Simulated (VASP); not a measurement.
# Pd (Im-3m) in VASP: further runs

Runs on Pd. Level: PBE. Tasks: single point, relaxation of cell and atoms.

Program: VASP 6.6.1. These are calculated values, not measurements. Logs are shortened: lines on timing, memory, paths and dates and some standing lists are left out, and cuts for length are marked.

**1. The cell of the first run**

It takes space group Im-3m (No. 229, cubic). The conventional cell has a = 3.139 Å, b = 3.139 Å, c = 3.139 Å, α = 90.00°, β = 90.00°, γ = 90.00°. Pd (site symmetry m-3m) has 14 Pd at 2.72 to 3.14 Å within 3.6 Å.

This isn't the form of Pd at room conditions, which is fcc.

**2. Single point, PBE**

INCAR

```
ALGO = Normal
EDIFF = 1E-6
ENCUT = 500
GGA = PE
GGA_COMPAT = False
ISIF = 2
ISMEAR = -1
LASPH = True
LCHARG = False
LREAL = False
LWAVE = False
NBANDS = 11
NELM = 120
PREC = Accurate
SIGMA = 0.05
```

KPOINTS

```
k-points
0
Gamma
  11 11 11
```

POSCAR

```
Pd
1.0
   -1.5693720704      1.5693720704      1.5693720704
    1.5693720704     -1.5693720704      1.5693720704
    1.5693720704      1.5693720704     -1.5693720704
Pd
1
Direct
    0.0000000000      0.0000000000      0.0000000000
```

Potentials or basis: VASP PAW PBE potentials, release 64 (Pd).

Command:

```sh
$ cat potpaw_PBE.64/Pd/POTCAR > POTCAR
$ mpirun -np 1 vasp_std > vasp.out
```

OUTCAR:

```text
EDIFF = 1E-6
   ENCUT = 500
   GGA = PE
   ISIF = 2
   ISMEAR = -1
   LASPH = True
   LREAL = False
   NELM = 120
   PREC = Accurate

 ion  position               nearest neighbor table
   1  0.000  0.000  0.000-

  LATTYP: Found a body centered cubic cell.
 ALAT       =     3.1387441408

  Lattice vectors:

 A1 = (  -1.5693720704,   1.5693720704,   1.5693720704)
 A2 = (   1.5693720704,  -1.5693720704,   1.5693720704)
 A3 = (   1.5693720704,   1.5693720704,  -1.5693720704)

Analysis of symmetry for initial positions (statically):
=====================================================================
 Subroutine PRICEL returns:
 Original cell was already a primitive cell.

 Routine SETGRP: Setting up the symmetry group for a
 body centered cubic supercell.

 Subroutine GETGRP returns: Found 48 space group operations
 (whereof 48 operations were pure point group operations)
 out of a pool of 48 trial point group operations.

The static configuration has the point symmetry O_h .

Analysis of symmetry for dynamics (positions and initial velocities):
=====================================================================
 Subroutine PRICEL returns:
 Original cell was already a primitive cell.

 Routine SETGRP: Setting up the symmetry group for a
 body centered cubic supercell.

 Subroutine GETGRP returns: Found 48 space group operations
 (whereof 48 operations were pure point group operations)
 out of a pool of 48 trial point group operations.

The dynamic configuration has the point symmetry O_h .

 Subroutine INISYM returns: Found 48 space group operations
 (whereof 48 operations are pure point group operations),
 and found     1 'primitive' translations

----------------------------------------------------------------------------------------

                                     Primitive cell

  volume of cell :      15.4610

  direct lattice vectors                    reciprocal lattice vectors
    -1.569372070  1.569372070  1.569372070     0.000000000  0.318598763  0.318598763
     1.569372070 -1.569372070  1.569372070     0.318598763  0.000000000  0.318598763
     1.569372070  1.569372070 -1.569372070     0.318598763  0.318598763  0.000000000

  length of vectors
     2.718232162  2.718232162  2.718232162     0.450566691  0.450566691  0.450566691

  position of ions in fractional coordinates (direct lattice)
     0.000000000  0.000000000  0.000000000

  ion indices of the primitive-cell ions
   primitive index   ion index
                 1           1

----------------------------------------------------------------------------------------

 KPOINTS: k-points

Automatic generation of k-mesh.
 Grid dimensions read from file:
 generate k-points for:   11   11   11

 Generating k-lattice:

  Cartesian coordinates                     Fractional coordinates (reciprocal lattice)
     0.000000000  0.028963524  0.028963524     0.090909091  0.000000000  0.000000000
     0.028963524  0.000000000  0.028963524     0.000000000  0.090909091  0.000000000
     0.028963524  0.028963524  0.000000000     0.000000000  0.000000000  0.090909091

  Length of vectors
     0.040960608  0.040960608  0.040960608

  Shift w.r.t. Gamma in fractional coordinates (k-lattice)
     0.000000000  0.000000000  0.000000000

 Subroutine IBZKPT returns following result:
 ===========================================

 Found     56 irreducible k-points:

 Following reciprocal coordinates:
            Coordinates               Weight
  0.000000  0.000000  0.000000      1.000000
  0.090909  0.000000  0.000000     12.000000
  0.181818  0.000000  0.000000     12.000000
  0.272727  0.000000  0.000000     12.000000
  0.363636  0.000000  0.000000     12.000000
  0.454545  0.000000  0.000000     12.000000
[... 16 lines left out ...]
  0.272727  0.181818  0.090909     48.000000
  0.363636  0.181818  0.090909     24.000000
 [... further k-points ...]
   k-points           NKPTS =     56   k-points in BZ     NKDIM =     56   number of bands    NBANDS=     11
   number of dos      NEDOS =    301   number of ions     NIONS =      1
   total plane-waves  NPLWV =   8000
   dimension x,y,z NGX =    20 NGY =   20 NGZ =   20
   dimension x,y,z NGXF=    40 NGYF=   40 NGZF=   40
   ions per type =               1
   NGX,Y,Z   is equivalent  to a cutoff of  12.23, 12.23, 12.23 a.u.
   NGXF,Y,Z  is equivalent  to a cutoff of  24.46, 24.46, 24.46 a.u.
 SYSTEM =  unknown system
   PREC   = accura    normal or accurate (medium, high low for compatibility)
   ISTART =      0    job   : 0-new  1-cont  2-samecut
   ICHARG =      2    charge: 1-file 2-atom 10-const
   ISPIN  =      1    spin polarized calculation?
   LNONCOLLINEAR =      F non collinear calculations
   LSORBIT =      F    spin-orbit coupling
   LASPH  =      T    aspherical Exc in radial PAW
   ENCUT  =  500.0 eV  36.75 Ry    6.06 a.u.   4.96  4.96  4.96*2*pi/ulx,y,z
   NELM   =    120;   NELMIN=  2; NELMDL= -5     # of ELM steps
   EDIFF  = 0.1E-05   stopping-criterion for ELM
   LREAL  =      F    real-space projection
   EDIFFG = 0.1E-04   stopping-criterion for IOM
   NSW    =      0    number of steps for IOM
   IBRION =     -1    ionic relax: 0-MD 1-quasi-New 2-CG
   NFREE  =      0    steps in history (QN), initial steepest desc. (CG)
   ISIF   =      2    stress and relaxation
   ISYM   =      2    0-nonsym 1-usesym 2-fastsym
   POTIM  = 0.5000    time-step for ionic-motion
   TEBEG  =    0.0;   TEEND  =   0.0 temperature during run
   PSTRESS=    0.0 pullay stress
   NELECT =      10.0000    total number of electrons
   NUPDOWN=      -1.0000    fix difference up-down
   EMIN   =  10.00;   EMAX   =-10.00  energy-range for DOS
   EFERMI =   0.00;   METHOD = LEGACY
   ISMEAR =    -1;   SIGMA  =   0.05  broadening in eV -4-tet -1-fermi 0-gaus
   EFERMI_NEDOS =   21; number of points for ismear=-14 and -15
   IALGO  =     38    algorithm
   IMIX   =      4    mixing-type and parameters
     AMIX     =   0.40;   BMIX     =  1.00
     AMIX_MAG =   1.60;   BMIX_MAG =  1.00
  volume/ion in A,a.u.               =      15.46       104.34
  Fermi-wavevector in a.u.,A,eV,Ry     =   1.415779  2.675435 27.271943  2.004431
  Thomas-Fermi vector in A             =   2.537182
   LORBIT       =      0    0 simple, 1 ext, 2 COOP (PROOUT), +10 PAW based schemes
   GGA     = PE    functional components
   LHFCALC =     F    Hartree Fock is set to
   AEXX    =    0.0000 exact exchange contribution
   IVDW    =     0    specifies the selected vdW correction
   LEPSILON=     F    determine dielectric tensor
   LRPA    =     F    only Hartree local field effects (RPA)
 non-spin polarized calculation
  energy-cutoff  :      500.00
  volume of cell :       15.46
 maximum number of plane-waves:       404
   NGX =  9   NGY =  9   NGZ =  9

 number of electron      10.0000005 magnetization

 Free energy of the ion-electron system (eV)
  ---------------------------------------------------
  ext. energy  EPLUGINS =         0.00000000
  ---------------------------------------------------
  free energy    TOTEN  =        -5.17032998 eV

  energy without entropy =       -5.15700650  energy(sigma->0) =       -5.16366824

 E-fermi :   9.0084     XC(G=0): -12.8867

 val. band max:        8.9606775611   @ k =  -0.3636   0.4545   0.2727
 cond. band min:       9.0084789036   @ k =   0.4545   0.0909   0.0000
 fundamental gap:      0.0478013425
 Fermi energy:         9.0083785283

 k-point     1 :       0.0000    0.0000    0.0000
  band No.  band energies     occupation
      1       2.2364      2.00000
      2       6.2640      2.00000
      3       6.2640      2.00000
      4       6.2640      2.00000
      5       8.1208      2.00000
      6       8.1208      2.00000
      7      28.2941      0.00000
      8      28.2941      0.00000
      9      28.2941      0.00000
     10      36.0278      0.00000
     11      36.3703      0.00000

 k-point     2 :       0.0909    0.0000    0.0000
  band No.  band energies     occupation
      1       2.5380      2.00000
      2       6.1657      2.00000
      3       6.2677      2.00000
      4       6.4741      2.00000
      5       8.0117      2.00000
      6       8.1285      2.00000
      7      28.0149      0.00000
      8      28.2978      0.00000
      9      28.6433      0.00000
     10      34.2454      0.00000
     11      34.8481      0.00000

 k-point     3 :       0.1818    0.0000    0.0000
  band No.  band energies     occupation
      1       3.3381      2.00000
      2       5.9112      2.00000
      3       6.2946      2.00000
      4       7.0705      2.00000
      5       7.8401      2.00000
      6       8.1568      2.00000
      7      26.4054      0.00000
      8      27.7039      0.00000
      9      29.5883      0.00000
     10      33.2595      0.00000
     11      33.3421      0.00000

 k-point     4 :       0.2727    0.0000    0.0000
  band No.  band energies     occupation
      1       4.1124      2.00000
      2       5.5959      2.00000
      3       6.7458      2.00000
      4       7.8372      2.00000
      5       7.9398      2.00000
      6       8.2113      2.00000
      7      23.2539      0.00000
      8      26.2595      0.00000
      9      30.4052      0.00000
     10      30.8389      0.00000
     11      33.1064      0.00000

 k-point     5 :       0.3636    0.0000    0.0000
  band No.  band energies     occupation
      1       4.2135      2.00000
      2       5.3220      2.00000
      3       7.8872      2.00000
      4       8.2801      2.00000
      5       8.3553      2.00000
      6       8.8598      1.90252
      7      19.7884      0.00000
      8      24.9058      0.00000
      9      28.0075      0.00000
     10      31.9845      0.00000
     11      33.5243      0.00000
[... 211 lines left out ...]
 k-point    21 :      -0.0909    0.0909    0.0909
  band No.  band energies     occupation
      1       2.8326      2.00000
      2       6.2882      2.00000
      3       6.2882      2.00000
      4       6.4702      2.00000
      5       7.7541      2.00000
      6       8.2627      2.00000
      7      27.5634      0.00000
      8      28.8717      0.00000
      9      28.8717      0.00000
     10      31.6645      0.00000
     11      35.3410      0.00000

 k-point    22 :       0.1818    0.1818    0.0909
  band No.  band energies     occupation
      1       5.0744      2.00000
      2       5.4893      2.00000
      3       5.9092      2.00000
      4       8.0604      2.00000
      5       8.2793      2.00000
      6      10.7466      0.00000
      7      21.8264      0.00000
      8      22.3224      0.00000
      9      24.3357      0.00000
     10      32.2452      0.00000
     11      35.6490      0.00000

 k-point    23 :       0.2727    0.1818    0.0909
  band No.  band energies     occupation
      1       4.9540      2.00000
      2       5.3592      2.00000
      3       6.6127      2.00000
      4       8.1553      2.00000
      5       8.3648      1.99999
      6      12.7525      0.00000
      7      18.6971      0.00000
      8      21.1450      0.00000
      9      23.5254      0.00000
     10      33.4225      0.00000
     11      35.6833      0.00000

 k-point    24 :       0.3636    0.1818    0.0909
  band No.  band energies     occupation
      1       4.8819      2.00000
      2       5.3060      2.00000
      3       6.9435      2.00000
      4       8.2126      2.00000
      5       8.3902      1.99999
      6      14.3666      0.00000
      7      16.6382      0.00000
      8      20.7427      0.00000
      9      23.2438      0.00000
     10      33.9426      0.00000
     11      35.6708      0.00000

 [... further k-points ...]

------------------------ aborting loop because EDIFF is reached ----------------------------------------

  FORCE on cell =-STRESS in cart. coord.  units (eV):
  Direction    XX          YY          ZZ          XY          YZ          ZX
  --------------------------------------------------------------------------------------
  -------------------------------------------------------------------------------------
  Total       -0.0180451     -0.0180451     -0.0180451     -0.0000000     -0.0000000      0.0000000
  in kB       -1.8699611     -1.8699611     -1.8699611     -0.0000000     -0.0000000      0.0000000
  external PRESSURE =      -1.8699611 kB  Pullay stress =       0.0000000 kB

 VOLUME and BASIS-vectors are now :
 -----------------------------------------------------------------------------
  energy-cutoff  :      500.00
  volume of cell :       15.46
      direct lattice vectors                 reciprocal lattice vectors
    -1.569372070  1.569372070  1.569372070     0.000000000  0.318598763  0.318598763
     1.569372070 -1.569372070  1.569372070     0.318598763  0.000000000  0.318598763
     1.569372070  1.569372070 -1.569372070     0.318598763  0.318598763  0.000000000

 POSITION                                       TOTAL-FORCE (eV/Angst)
 -----------------------------------------------------------------------------------
      0.00000      0.00000      0.00000         0.000000      0.000000     -0.000000
 -----------------------------------------------------------------------------------
    total drift:                                0.000000     -0.000000      0.000000

  FREE ENERGIE OF THE ION-ELECTRON SYSTEM (eV)
  ---------------------------------------------------
  free  energy   TOTEN  =        -5.1703299771 eV

  energy  without entropy=       -5.1570064998  energy(sigma->0) =       -5.16366824
```

It took 3.2 s on 1 thread of AMD EPYC 9R45 (Zen 5), shared host; peak memory 0.1 GiB.

What came out:

- Free energy: -5.1703 eV
- Pressure: -0.2 GPa
- Band gap on the k mesh: zero (bands 5 and 6 overlap by 1.47 eV)

[end of part 1 of 2]

The gap in the log of VASP goes by the Fermi energy; the results here count the filled bands.